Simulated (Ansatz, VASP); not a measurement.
**Two plane-wave programs on In2SbN**

```
In Sb N
1.0
     4.06656    0.00000    0.00000
    -2.03328    3.52174    0.00000
     0.00000    0.00000    5.33593
In Sb N
2 1 1
Cartesian
  0.0000 0.0000 3.9850
  0.0000 0.0000 1.3510
  2.0333 1.1739 2.6680
  0.0000 2.3478 0.0000
```

Change from the starting cell: species swapped into the Ni2SbTe type (P-6m2, No. 187).

Alike in both runs: task relaxation of cell and atoms; functional PBE; k mesh 6 × 6 × 4; occupations gaussian, width 0.1 eV; no spin polarisation.

|  | VASP | Ansatz |
| --- | --- | --- |
| version | VASP 6.6.1 | Ansatz 0.2.0 |
| potentials or method | VASP PAW PBE potentials, release 64 (In_d, Sb, N), cutoff 600 eV | scalar-relativistic, plane waves, PAW |
| valence electrons in the cell | 36 | 46 |

|  | VASP | Ansatz | Ansatz less VASP |
| --- | --- | --- | --- |
| gap on the k mesh at the Fermi level, each at its own relaxed structure (eV) | none | none | - |
| relaxed volume (Å³/atom) | 20.20 | 20.59 | +0.389 |
| relaxed cell length with the largest relative difference (Å) | 7.968 | 8.241 | +0.2728 |

A gap of «none» marks a metal or a gap that the smearing closes. VASP's potentials hold 36 valence electrons a cell and Ansatz's 46, so a difference there can come from the potentials and not from the codes.

Neither program's run includes spin-orbit coupling.
